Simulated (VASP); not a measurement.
Input of a VASP 6.6.1 run:

Contents of POSCAR:

```
Na2S
1.0
    0.0000000000      3.2554286299      3.2554286299
    3.2554286299      0.0000000000      3.2554286299
    3.2554286299      3.2554286299      0.0000000000
Na S
2 1
Direct
    0.2500000000      0.2500000000      0.2500000000
    0.7500000000      0.7500000000      0.7500000000
    0.0000000000      0.0000000000      0.0000000000
```

INCAR.step1

```
SYSTEM = Na2S
PREC = Accurate ; ENCUT = 400
EDIFF = 1E-5 ; ISMEAR = 0
SIGMA = 0.01 ; LREAL = .FALSE.
LASPH = .TRUE. ; NELM = 120
ALGO = Normal ; ISIF = 2
LWAVE = .TRUE. ; LCHARG = .FALSE.
NBANDS = 17 ; GGA = PE
GGA_COMPAT = .FALSE.
```

The input INCAR.step2:

```
SYSTEM = Na2S
PREC = Accurate ; ENCUT = 400
EDIFF = 1E-6 ; ISMEAR = 0
SIGMA = 0.01 ; LREAL = .FALSE.
LASPH = .TRUE. ; NELM = 120
ALGO = Normal ; ISIF = 2
LWAVE = .FALSE. ; LCHARG = .FALSE.
GGA = PE ; LHFCALC = .TRUE.
AEXX = 0.1 ; PRECFOCK = Normal
NBANDS = 17 ; ISTART = 1
GGA_COMPAT = .FALSE.
```

KPOINTS

```
regular mesh
0
G
  4 4 4
  0 0 0
```

Potentials or basis: VASP PAW PBE potentials, release 64 (Na_pv, S).

Run with:

```sh
$ cat potpaw_PBE.64/Na_pv/POTCAR potpaw_PBE.64/S/POTCAR > POTCAR
$ cp INCAR.step1 INCAR
$ mpirun -np 1 vasp_std > vasp.out
$ cp INCAR.step2 INCAR
$ mpirun -np 1 vasp_std > vasp.out
```

Problem. What does it give for the band gap on the k mesh?

Solution. 3.20 eV, direct.

Problem. Predict the pressure.

Solution. 0.4 GPa.

Caveat: the PAW data sets were made with another functional, which shifts forces and pressure a little.
